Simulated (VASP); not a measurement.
The system is Cu.

```
Cu
1.0
     2.51378    0.00000    0.00000
    -1.25689    2.17700    0.00000
     0.00000    0.00000    8.20636
Cu
4
Direct
  0.66667 0.33333 0.75000
  0.00000 0.00000 0.50000
  0.33333 0.66667 0.25000
  0.00000 0.00000 0.00000
```

Base run:

```yaml
Program: VASP 6.6.1
Functional: PBEsol
Potentials_or_basis: VASP PAW PBE potentials, release 64 (Cu_sv_GW)
Cutoff: 700 eV
k_mesh: 12 × 12 × 4
Occupations: fermi-dirac, width 0.05 eV
Spin: no spin polarisation
```

Its results: band gap on the k mesh zero (band 38 reaches 11.46 eV, above the bottom of band 39 at 6.24 eV); pressure -3.3 GPa.

The run is repeated on the same cell with these changes: functional from PBEsol to PBE. What comes out?

Band gap on the k mesh zero (band 38 reaches 11.67 eV, above the bottom of band 39 at 6.42 eV); pressure 5.2 GPa.

PBE binds less tightly than PBEsol, so the same cell stands under more pressure.

Caveats: the PAW data sets were made with another functional, which shifts forces and pressure a little (some runs).
